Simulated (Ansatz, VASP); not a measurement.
**One calculation of CsRe, two programs**

```
CELL_PARAMETERS angstrom
3.76171 0.00000 0.00000
-1.88086 3.25774 0.00000
0.00000 0.00000 5.74189
ATOMIC_POSITIONS crystal
Cs 0.00000 0.00000 0.50000
Re 0.00000 0.00000 0.00000
```

Change from the starting cell: volume scaled by 1.06.

Alike in both runs: task single point; functional PBE; k mesh 8 × 8 × 5; occupations fermi-dirac, width 0.05 eV; no spin polarisation.

|  | VASP | Ansatz |
| --- | --- | --- |
| version | VASP 6.6.1 | Ansatz 0.2.0 |
| potentials or method | VASP PAW PBE potentials, release 64 (Cs_sv, Re), cutoff 520 eV | all-electron LAPW, scalar-relativistic |

Ansatz gave:

- gap on the k mesh at the Fermi level (eV): none
- pressure (GPa): -7.9
- traceless stress, the component that is largest in VASP (GPa): 8.39

**Question.** What did VASP give for the same quantities?

**Answer.** gap on the k mesh at the Fermi level (eV): none; pressure (GPa): -7.5; traceless stress, the component that is largest in VASP (GPa): 8.79.

A gap of «none» marks a metal or a gap that the smearing closes. Ansatz ran all-electron here, and VASP with PAW potentials.

Spin-orbit coupling is off throughout.
